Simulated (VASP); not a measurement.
# H (P4/mmm) in VASP: notebook

Runs on H. Level: PBEsol. Tasks: single point.

All numbers are computed with VASP 6.6.1; they aren't measurements. Logs are shortened: lines on timing, memory, paths and dates and some standing lists are left out, and cuts for length are marked.

### Step 1. The cell of the first run

It takes space group P4/mmm (No. 123, tetragonal). Conventional cell: a = 2.493 Å, b = 2.493 Å, c = 1.107 Å, α = 90.00°, β = 90.00°, γ = 90.00°. H (site symmetry 4/mmm) has 2 H at 1.11 Å within 1.5 Å.

### Step 2. Single point, PBEsol

File INCAR:

```
SYSTEM = H
ALGO     = Normal         ! electronic algorithm
EDIFF    = 1E-6           ! SCF threshold, eV
ENCUT    = 520            ! plane-wave cutoff, eV
GGA      = PS             ! functional
ISIF     = 2              ! what is computed and relaxed
ISMEAR   = 0              ! smearing method
LASPH    = .True.         ! aspherical terms in the spheres
LCHARG   = .False.        ! write CHGCAR
LREAL    = .False.        ! projectors in reciprocal space
LWAVE    = .False.        ! write WAVECAR
NBANDS   = 6              ! bands
NELM     = 60             ! most SCF steps
PREC     = Accurate       ! precision mode
SIGMA    = 0.05           ! smearing width, eV
```

File KPOINTS:

```
k-points
0
Gamma
  12 12 30
  0 0 0
```

File POSCAR:

```
H
1.0
    2.4934055168      0.0000000000      0.0000000000
    0.0000000000      2.4934055168      0.0000000000
    0.0000000000      0.0000000000      1.1072149965
H
1
Direct
    0.0000000000      0.0000000000      0.5000000000
```

Potentials or basis: VASP PAW PBE potentials, release 64 (H).

The run is started by

```bash
$ cat potpaw_PBE.64/H/POTCAR > POTCAR
$ mpirun -np 1 vasp_std > vasp.out
```

OUTCAR:

```text
SYSTEM = H
   EDIFF = 1E-6
   ENCUT = 520
   GGA = PS
   ISIF = 2
   ISMEAR = 0
   LASPH = .True.
   LREAL = .False.
   NELM = 60
   PREC = Accurate

 ion  position               nearest neighbor table
   1  0.000  0.000  0.500-

  LATTYP: Found a simple tetragonal cell.
 ALAT       =     2.4934055168
 C/A-ratio  =     0.4440573300

  Lattice vectors:

 A1 = (   2.4934055168,   0.0000000000,   0.0000000000)
 A2 = (   0.0000000000,   2.4934055168,   0.0000000000)
 A3 = (   0.0000000000,   0.0000000000,   1.1072149965)

Analysis of symmetry for initial positions (statically):
=====================================================================
 Subroutine PRICEL returns:
 Original cell was already a primitive cell.

 Routine SETGRP: Setting up the symmetry group for a
 simple tetragonal supercell.

 Subroutine GETGRP returns: Found 16 space group operations
 (whereof 16 operations were pure point group operations)
 out of a pool of 16 trial point group operations.

The static configuration has the point symmetry D_4h.

Analysis of symmetry for dynamics (positions and initial velocities):
=====================================================================
 Subroutine PRICEL returns:
 Original cell was already a primitive cell.

 Routine SETGRP: Setting up the symmetry group for a
 simple tetragonal supercell.

 Subroutine GETGRP returns: Found 16 space group operations
 (whereof 16 operations were pure point group operations)
 out of a pool of 16 trial point group operations.

The dynamic configuration has the point symmetry D_4h.

 Subroutine INISYM returns: Found 16 space group operations
 (whereof 16 operations are pure point group operations),
 and found     1 'primitive' translations

----------------------------------------------------------------------------------------

                                     Primitive cell

  volume of cell :       6.8836

  direct lattice vectors                    reciprocal lattice vectors
     2.493405517  0.000000000  0.000000000     0.401057908  0.000000000  0.000000000
     0.000000000  2.493405517  0.000000000     0.000000000  0.401057908  0.000000000
     0.000000000  0.000000000  1.107214996     0.000000000  0.000000000  0.903166958

  length of vectors
     2.493405517  2.493405517  1.107214996     0.401057908  0.401057908  0.903166958

  position of ions in fractional coordinates (direct lattice)
     0.000000000  0.000000000  0.500000000

  ion indices of the primitive-cell ions
   primitive index   ion index
                 1           1

----------------------------------------------------------------------------------------

 KPOINTS: k-points

Automatic generation of k-mesh.
 Grid dimensions read from file:
 generate k-points for:   12   12   30

 Generating k-lattice:

  Cartesian coordinates                     Fractional coordinates (reciprocal lattice)
     0.033421492  0.000000000  0.000000000     0.083333333  0.000000000  0.000000000
     0.000000000  0.033421492  0.000000000     0.000000000  0.083333333  0.000000000
     0.000000000  0.000000000  0.030105565     0.000000000  0.000000000  0.033333333

  Length of vectors
     0.033421492  0.033421492  0.030105565

  Shift w.r.t. Gamma in fractional coordinates (k-lattice)
     0.000000000  0.000000000  0.000000000

 Subroutine IBZKPT returns following result:
 ===========================================

 Found    448 irreducible k-points:

 Following reciprocal coordinates:
            Coordinates               Weight
  0.000000  0.000000  0.000000      1.000000
  0.083333  0.000000  0.000000      4.000000
  0.166667  0.000000  0.000000      4.000000
  0.250000  0.000000  0.000000      4.000000
  0.333333  0.000000  0.000000      4.000000
  0.416667  0.000000  0.000000      4.000000
[... 16 lines left out ...]
  0.333333  0.333333  0.000000      4.000000
  0.416667  0.333333  0.000000      8.000000
 [... further k-points ...]
   k-points           NKPTS =    448   k-points in BZ     NKDIM =    448   number of bands    NBANDS=      6
   number of dos      NEDOS =    301   number of ions     NIONS =      1
   total plane-waves  NPLWV =   3200
   dimension x,y,z NGX =    20 NGY =   20 NGZ =    8
   dimension x,y,z NGXF=    40 NGYF=   40 NGZF=   16
   ions per type =               1
   NGX,Y,Z   is equivalent  to a cutoff of  13.33, 13.33, 12.01 a.u.
   NGXF,Y,Z  is equivalent  to a cutoff of  26.67, 26.67, 24.02 a.u.
 SYSTEM =  H
   PREC   = accura    normal or accurate (medium, high low for compatibility)
   ISTART =      0    job   : 0-new  1-cont  2-samecut
   ICHARG =      2    charge: 1-file 2-atom 10-const
   ISPIN  =      1    spin polarized calculation?
   LNONCOLLINEAR =      F non collinear calculations
   LSORBIT =      F    spin-orbit coupling
   LASPH  =      T    aspherical Exc in radial PAW
   ENCUT  =  520.0 eV  38.22 Ry    6.18 a.u.   4.64  4.64  2.06*2*pi/ulx,y,z
   NELM   =     60;   NELMIN=  2; NELMDL= -5     # of ELM steps
   EDIFF  = 0.1E-05   stopping-criterion for ELM
   LREAL  =      F    real-space projection
   EDIFFG = 0.1E-04   stopping-criterion for IOM
   NSW    =      0    number of steps for IOM
   IBRION =     -1    ionic relax: 0-MD 1-quasi-New 2-CG
   NFREE  =      0    steps in history (QN), initial steepest desc. (CG)
   ISIF   =      2    stress and relaxation
   ISYM   =      2    0-nonsym 1-usesym 2-fastsym
   POTIM  = 0.5000    time-step for ionic-motion
   TEBEG  =    0.0;   TEEND  =   0.0 temperature during run
   PSTRESS=    0.0 pullay stress
   NELECT =       1.0000    total number of electrons
   NUPDOWN=      -1.0000    fix difference up-down
   EMIN   =  10.00;   EMAX   =-10.00  energy-range for DOS
   EFERMI =   0.00;   METHOD = LEGACY
   ISMEAR =     0;   SIGMA  =   0.05  broadening in eV -4-tet -1-fermi 0-gaus
   EFERMI_NEDOS =   21; number of points for ismear=-14 and -15
   IALGO  =     38    algorithm
   IMIX   =      4    mixing-type and parameters
     AMIX     =   0.40;   BMIX     =  1.00
     AMIX_MAG =   1.60;   BMIX_MAG =  1.00
  volume/ion in A,a.u.               =       6.88        46.45
  Fermi-wavevector in a.u.,A,eV,Ry     =   0.860602  1.626302 10.076956  0.740635
  Thomas-Fermi vector in A             =   1.978131
   LORBIT       =      0    0 simple, 1 ext, 2 COOP (PROOUT), +10 PAW based schemes
   GGA     = PS    functional components
   LHFCALC =     F    Hartree Fock is set to
   AEXX    =    0.0000 exact exchange contribution
   IVDW    =     0    specifies the selected vdW correction
   LEPSILON=     F    determine dielectric tensor
   LRPA    =     F    only Hartree local field effects (RPA)
 non-spin polarized calculation
 Gauss-broadening in eV      SIGMA  =   0.05
  energy-cutoff  :      520.00
  volume of cell :        6.88
 maximum number of plane-waves:       212
 NGX is ok and might be reduce to    20

 number of electron       1.0000001 magnetization

 Free energy of the ion-electron system (eV)
  ---------------------------------------------------
  ext. energy  EPLUGINS =         0.00000000
  ---------------------------------------------------
  free energy    TOTEN  =        -2.86946070 eV

  energy without entropy =       -2.86937187  energy(sigma->0) =       -2.86941629

 E-fermi :  -2.2865     XC(G=0):  -7.4268

 val. band max:       -2.3173946996   @ k =   0.1667   0.1667   0.2667
 cond. band min:      -2.2516854655   @ k =   0.2500   0.0000   0.2667
 fundamental gap:      0.0657092340
 Fermi energy:        -2.2864658163

 k-point     1 :       0.0000    0.0000    0.0000
  band No.  band energies     occupation
      1     -11.7621      2.00000
      2      10.5484      0.00000
      3      16.5339      0.00000
      4      16.5339      0.00000
      5      19.1407      0.00000
      6      39.4983      0.00000

 k-point     2 :       0.0833    0.0000    0.0000
  band No.  band energies     occupation
      1     -11.6496      2.00000
      2       9.6025      0.00000
      3      15.8126      0.00000
      4      16.6850      0.00000
      5      21.3275      0.00000
      6      36.5708      0.00000

 k-point     3 :       0.1667    0.0000    0.0000
  band No.  band energies     occupation
      1     -11.3241      2.00000
      2       7.4497      0.00000
      3      15.6399      0.00000
      4      17.1330      0.00000
      5      25.2121      0.00000
      6      33.2707      0.00000

 k-point     4 :       0.2500    0.0000    0.0000
  band No.  band energies     occupation
      1     -10.8279      2.00000
      2       5.1173      0.00000
      3      16.0605      0.00000
      4      17.8566      0.00000
      5      29.5856      0.00000
      6      30.5079      0.00000

 k-point     5 :       0.3333    0.0000    0.0000
  band No.  band energies     occupation
      1     -10.2509      2.00000
      2       3.1125      0.00000
      3      16.7555      0.00000
      4      18.7963      0.00000
      5      27.8910      0.00000
      6      28.6375      0.00000
[... 136 lines left out ...]
 k-point    21 :       0.4167    0.2500    0.0000
  band No.  band energies     occupation
      1      -8.9533      2.00000
      2       3.1032      0.00000
      3       9.2418      0.00000
      4      16.0063      0.00000
      5      31.3961      0.00000
      6      39.8673      0.00000

 k-point    22 :       0.5000    0.2500    0.0000
  band No.  band energies     occupation
      1      -8.7693      2.00000
      2       2.6659      0.00000
      3       9.6378      0.00000
      4      15.2137      0.00000
      5      31.8640      0.00000
      6      39.1499      0.00000

 k-point    23 :       0.3333    0.3333    0.0000
  band No.  band energies     occupation
      1      -8.9023      2.00000
      2       4.5631      0.00000
      3       7.1195      0.00000
      4      15.3174      0.00000
      5      33.8998      0.00000
      6      38.7669      0.00000

 k-point    24 :       0.4167    0.3333    0.0000
  band No.  band energies     occupation
      1      -8.4794      2.00000
      2       4.0849      0.00000
      3       7.2220      0.00000
      4      13.3159      0.00000
      5      35.9554      0.00000
      6      42.8161      0.00000

 [... further k-points ...]

------------------------ aborting loop because EDIFF is reached ----------------------------------------

  FORCE on cell =-STRESS in cart. coord.  units (eV):
  Direction    XX          YY          ZZ          XY          YZ          ZX
  --------------------------------------------------------------------------------------
  -------------------------------------------------------------------------------------
  Total        0.0259735      0.0259735     -1.2483240      0.0000000      0.0000000      0.0000000
  in kB        6.0453783      6.0453783   -290.5494758      0.0000000      0.0000000      0.0000000
  external PRESSURE =     -92.8195731 kB  Pullay stress =       0.0000000 kB

 VOLUME and BASIS-vectors are now :
 -----------------------------------------------------------------------------
  energy-cutoff  :      520.00
  volume of cell :        6.88
      direct lattice vectors                 reciprocal lattice vectors
     2.493405517  0.000000000  0.000000000     0.401057908  0.000000000  0.000000000
     0.000000000  2.493405517  0.000000000     0.000000000  0.401057908  0.000000000
     0.000000000  0.000000000  1.107214996     0.000000000  0.000000000  0.903166958

 POSITION                                       TOTAL-FORCE (eV/Angst)
 -----------------------------------------------------------------------------------
      0.00000      0.00000      0.55361         0.000000      0.000000      0.000000
 -----------------------------------------------------------------------------------
    total drift:                                0.000000      0.000000      0.000000

  FREE ENERGIE OF THE ION-ELECTRON SYSTEM (eV)
  ---------------------------------------------------
  free  energy   TOTEN  =        -2.8694607016 eV

  energy  without entropy=       -2.8693718688  energy(sigma->0) =       -2.86941629
```

Wall time 12 s (1 thread of Intel Xeon Platinum 8259CL at 2.50GHz (Skylake/Cascade Lake), shared host); peak memory 0.12 GiB.

Results:

| Quantity | Value |
| --- | --- |
| Free energy | -2.8695 eV |
| Pressure | -9.3 GPa |

Stress tensor (GPa, compression positive):
```
  0.60   0.00   0.00
  0.00   0.60   0.00
  0.00   0.00 -29.05
```

Caveat: the PAW data sets were made with another functional, which shifts forces and pressure a little.

### Step 3. Single point, PBEsol

This run uses another cell than the first one, of the same volume but with other edges.

File INCAR:

```
SYSTEM = H
  ALGO = Normal
  EDIFF = 1E-7
  ENCUT = 520
  GGA = PS
  ISIF = 2
  ISMEAR = 0
  LASPH = .True.
  LCHARG = .True.
  LELF = .True.
  LREAL = .False.
  LVHAR = .True.
  LWAVE = .False.
  NBANDS = 6
  NELM = 60
  PREC = Accurate
  SIGMA = 0.05
```

KPOINTS is that of step 2.

File POSCAR:

```
H
1.0
    2.6068951557      0.0000000000      0.0000000000
    0.0000000000      2.6068951557      0.0000000000
    0.0000000000      0.0000000000      1.0129095398
H
1
Direct
    0.0000000000      0.0000000000      0.5000000000
```

Potentials or basis: VASP PAW PBE potentials, release 64 (H).

The run is started by

```bash
$ cat potpaw_PBE.64/H/POTCAR > POTCAR
$ mpirun -np 1 vasp_std > vasp.out
```

Run time: 12 s. Hardware: 1 thread of Intel Xeon Platinum 8259CL at 2.50GHz (Skylake/Cascade Lake), shared host; peak memory 0.12 GiB.

It converged, with:

```yaml
Free_energy: -2.9409 eV
Pressure: -1.8 GPa
```

Stress tensor (GPa, compression positive):
```
 0.70  0.00  0.00
 0.00  0.70  0.00
 0.00  0.00 -6.70
```

Levels at points of the mesh, in eV from the Fermi level:
| k point | band 1 | band 2 | band 3 | band 4 | band 5 |
| --- | --- | --- | --- | --- | --- |
| (0.00, 0.00, 0.00) | -10.56 | 10.52 | 16.40 | 16.40 | 19.21 |
| (0.50, 0.00, 0.00) | -8.89 | 2.77 | 17.31 | 19.60 | 25.06 |
| (0.50, 0.50, 0.00) | -7.56 | 6.79 | 6.79 | 10.20 | 40.43 |
| (0.00, 0.00, 0.50) | 22.23 | 29.32 | 45.00 | 50.25 | 52.60 |
| (0.50, 0.00, 0.50) | 23.26 | 31.91 | 39.26 | 39.60 | 52.30 |
| (0.50, 0.50, 0.50) | 24.08 | 34.08 | 43.18 | 43.18 | 43.71 |

Caveat: the PAW data sets were made with another functional, which shifts forces and pressure a little.

### Step 4. Single point, PBEsol

This run uses another cell than the first one, of the same volume but with other edges.

File INCAR:

```
  PREC = Accurate
  ENCUT = 520
  EDIFF = 1E-6
  ISMEAR = 0
  SIGMA = 0.05
  LREAL = False
  LASPH = True
  NELM = 80
  ALGO = Normal
  ISIF = 2
  LWAVE = False
  LCHARG = False
  GGA = PS
  NBANDS = 6
```

File KPOINTS:

```
Automatic mesh
0
Gamma
  12 12 30
```

File POSCAR:

```
H
1.0
    2.8542368076      0.0000000000      0.0000000000
    0.0000000000      2.8542368076      0.0000000000
    0.0000000000      0.0000000000      0.8449631841
H
1
Direct
    0.0000000000      0.0000000000      0.5000000000
```

The run is started by

```bash
$ cat potpaw_PBE.64/H/POTCAR > POTCAR
$ mpirun -np 1 vasp_std > vasp.out
```

Wall time 14 s (1 thread of Intel Xeon Platinum 8259CL at 2.50GHz (Skylake/Cascade Lake), shared host); peak memory 0.12 GiB.

Results (log left out):

| Item | Value |
| --- | --- |
| Free energy | -2.7557 eV |
| Pressure | 20.6 GPa |

Stress tensor (GPa, compression positive):
```
 0.03  0.00  0.00
 0.00  0.03  0.00
 0.00  0.00 61.88
```

Levels at points of the mesh, in eV from the Fermi level:
| k point | band 1 | band 2 | band 3 |
| --- | --- | --- | --- |
| (0.00, 0.00, 0.00) | -13.09 | 6.53 | 12.13 |
| (0.50, 0.00, 0.00) | -12.26 | 1.44 | 12.52 |
| (0.50, 0.50, 0.00) | -11.59 | 4.55 | 4.55 |
| (0.00, 0.00, 0.50) | 35.40 | 43.12 | 57.66 |
| (0.50, 0.00, 0.50) | 35.87 | 44.55 | 54.02 |
| (0.50, 0.50, 0.50) | 36.26 | 45.72 | 57.08 |

Caveat: the PAW data sets were made with another functional, which shifts forces and pressure a little.

[end of part 1 of 2]
